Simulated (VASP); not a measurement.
Input of a VASP 6.6.1 run:

INCAR

```
SYSTEM = WC
  PREC = Accurate
  ENCUT = 910
  EDIFF = 1E-6
  ISMEAR = 0
  SIGMA = 0.05
  LREAL = .False.
  LASPH = .True.
  NELM = 120
  ALGO = Normal
  ISIF = 2
  LWAVE = .False.
  LCHARG = .True.
  GGA = PE
  LELF = .True.
  LVHAR = .True.
  NBANDS = 16
  GGA_COMPAT = .False.
```

File KPOINTS:

```
regular mesh
0
Gamma
  14 14 12
  0 0 0
```

Contents of POSCAR:

```
WC
1.0
    2.9005011018      0.0000000000      0.0000000000
   -1.4502505509      2.5119076379      0.0000000000
    0.0000000000      0.0000000000      2.8289996740
W C
1 1
Direct
    0.0000000000      0.0000000000      0.0000000000
    0.6666666667      0.3333333333      0.5000000000
```

Potentials or basis: VASP PAW PBE potentials, release 64 (W_sv, C_h).

Command:

```bash
$ cat potpaw_PBE.64/W_sv/POTCAR potpaw_PBE.64/C_h/POTCAR > POTCAR
$ mpirun -np 1 vasp_std > vasp.out
```

**Question.** Estimate the pressure.

**Answer.** 9.5 GPa.

**Question.** What does it give for the band gap on the k mesh?

**Answer.** Zero (band 9 reaches 12.20 eV, above the bottom of band 10 at 10.92 eV).

Stress tensor (GPa, compression positive):
```
 9.16  0.00  0.00
 0.00  9.16  0.00
 0.00  0.00 10.25
```

Caveat: the cutoff is under 1.25 times the usual one of these potentials, so pressure, stress and relaxed cells hold a basis-set (Pulay) error; spin-orbit coupling is left out, which moves the levels of the heavy elements.
